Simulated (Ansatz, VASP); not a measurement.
Cu: VASP beside Ansatz

```
Cu
1.0
     2.56801    0.00000    0.00000
    -1.28401    2.22396    0.00000
     0.00000    0.00000    3.94192
Cu
2
Direct
  0.33333 0.66667 0.25000
  0.66667 0.33333 0.75000
```

Change from the starting cell: strain along c alone, the other axes held, atoms relaxed: -6.0 %.

Alike in both runs: task single point; functional PBE; k mesh 24 × 24 × 12; occupations gaussian, width 0.1 eV; no spin polarisation.

```csv
,VASP,Ansatz
version,VASP 6.6.1,Ansatz 0.2.0
potentials or method,"VASP PAW PBE potentials, release 64 (Cu), cutoff 520 eV","scalar-relativistic, plane waves, PAW"
valence electrons in the cell,22,38
```

```tsv
	VASP	Ansatz	Ansatz less VASP
gap on the k mesh at the Fermi level (eV)	none	none	-
pressure (GPa)	11.4	10.8	-0.65
traceless stress, the component that is largest in VASP (GPa)	8.79	8.83	+0.041
```

A gap of «none» marks a metal or a gap that the smearing closes. The functional is the same, so the differences come from potentials, cutoffs and numerics. VASP's potentials hold 22 valence electrons a cell and Ansatz's 38, so a difference there can come from the potentials and not from the codes.
